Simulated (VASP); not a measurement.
Zn3Ag, 4 atoms in the cell. It takes space group P-6m2 (No. 187, hexagonal). Conventional cell: a = 2.835 Å, b = 2.835 Å, c = 8.607 Å, α = 90.00°, β = 90.00°, γ = 120.00°. Zn (site symmetry -6m2) has 12 Zn at 2.66 to 2.84 Å within 3.5 Å. Within 3.5 Å of Zn (site symmetry 3m) lie 9 Zn at 2.66 to 2.84 Å and 3 Ag at 2.75 Å. Within 3.6 Å of Ag (site symmetry -6m2) lie 6 Zn at 2.75 Å and 6 Ag at 2.84 Å. 

* Program: VASP 6.6.1
* Task: single point
* Functional: r2SCAN
* Potentials or basis: VASP PAW PBE potentials, release 64 (Zn, Ag)
* Cutoff: 520 eV
* k mesh: 18 × 18 × 6
* Occupations: gaussian, width 0.1 eV
* Spin: no spin polarisation
* Dipole correction: no
* Further INCAR settings: ALGO = Normal; EDIFF = 1e-06; NBANDS = 32

Potentials or basis: VASP PAW PBE potentials, release 64 (Zn, Ag).

The run is started by

```sh
$ cat potpaw_PBE.64/Zn/POTCAR potpaw_PBE.64/Ag/POTCAR > POTCAR
$ cp INCAR.step1 INCAR
$ mpirun -np 1 vasp_std > vasp.out
$ cp INCAR.step2 INCAR
$ mpirun -np 1 vasp_std > vasp.out
```

Hardware: 1 thread of Intel(R) Xeon(R) Platinum 8488C (Sapphire Rapids) (shared host).

**Question.** How long does it take, and how much memory?

**Answer.** It took 6.7 min on 1 thread of Intel(R) Xeon(R) Platinum 8488C (Sapphire Rapids) (shared host), peak memory 0.37 GiB. Counts: k points 148.
